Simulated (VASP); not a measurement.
Write the native input for VASP 6.6.1 that does the following.

| Item | Value |
| --- | --- |
| Task | single point |
| Functional | LDA |
| Potentials or basis | VASP PAW LDA potentials, release 64 (Sc_sv) |
| Cutoff | 520 eV |
| k mesh | 17 × 17 × 17 |
| Occupations | fermi-dirac, width 0.05 eV |
| Spin | no spin polarisation |
| Dipole correction | no |
| k mesh for the DOS | 26 × 26 × 26 |
| Occupations for the DOS | tetrahedron |
| Further INCAR settings | ALGO = Normal; EDIFF = 1e-07; NBANDS = 12 |

The system is Sc.

```
Sc
1.0
    -1.78334    1.78334    1.78334
     1.78334   -1.78334    1.78334
     1.78334    1.78334   -1.78334
Sc
1
Direct
  0.00000 0.00000 0.00000
```

This isn't the form of Sc at room conditions, which is hcp.

The input as run:

POSCAR

```
Sc
1.0
   -1.7833411122      1.7833411122      1.7833411122
    1.7833411122     -1.7833411122      1.7833411122
    1.7833411122      1.7833411122     -1.7833411122
Sc
1
Direct
    0.0000000000      0.0000000000      0.0000000000
```

INCAR.step1

```
  PREC = Accurate
  ENCUT = 520
  EDIFF = 1E-7
  ISMEAR = -1
  SIGMA = 0.05
  LREAL = False
  LASPH = True
  NELM = 80
  ALGO = Normal
  ISIF = 2
  LWAVE = False
  LCHARG = True
  LMAXMIX = 4
  NBANDS = 12
```

KPOINTS.step1

```
Automatic mesh
0
Gamma
  17 17 17
```

INCAR.step2

```
  PREC = Accurate
  ENCUT = 520
  EDIFF = 1E-7
  ISMEAR = -5
  SIGMA = 0.05
  LREAL = False
  LASPH = True
  NELM = 80
  ALGO = Normal
  ISIF = 2
  LWAVE = False
  LCHARG = False
  LMAXMIX = 4
  LORBIT = 11
  NBANDS = 12
  NEDOS = 2001
  ICHARG = 11
```

KPOINTS.step2

```
Automatic mesh
0
Gamma
  26 26 26
```

Potentials or basis: VASP PAW LDA potentials, release 64 (Sc_sv).

Run with:

```console
$ cat potpaw_LDA.64/Sc_sv/POTCAR > POTCAR
$ cp INCAR.step1 INCAR
$ cp KPOINTS.step1 KPOINTS
$ mpirun -np 1 vasp_std > vasp.out
$ cp INCAR.step2 INCAR
$ cp KPOINTS.step2 KPOINTS
$ mpirun -np 1 vasp_std > vasp.out
```

It gave:

- Valence electrons inside the program's atomic spheres: Sc 9.48

It took 91 s on 1 thread of AMD EPYC 7R13, on a shared host, peak memory 0.25 GiB.
